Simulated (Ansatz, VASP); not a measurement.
HfC: VASP beside Ansatz

```
Hf C
1.0
     0.00000    2.31012    2.31012
     2.31012    0.00000    2.31012
     2.31012    2.31012    0.00000
Hf C
1 1
Direct
  0.00000 0.00000 0.00000
  0.50000 0.50000 0.50000
```

Change from the starting cell: volume scaled by 0.98.

Alike in both runs: task single point; functional PBE; k mesh 16 × 16 × 16; occupations fermi-dirac, width 0.05 eV; no spin polarisation.

|  | VASP | Ansatz |
| --- | --- | --- |
| version | VASP 6.6.1 | Ansatz 0.2.0 |
| potentials or method | VASP PAW PBE potentials, release 64 (Hf_pv, C), cutoff 520 eV | all-electron LAPW, scalar-relativistic |

VASP gave:

| Quantity | Value |
| --- | --- |
| pressure (GPa) | 4.3 |

Q: Which values does Ansatz return?

A: Pressure (GPa): 5.0.

Ansatz ran all-electron here, and VASP with PAW potentials.

Neither program's run includes spin-orbit coupling.
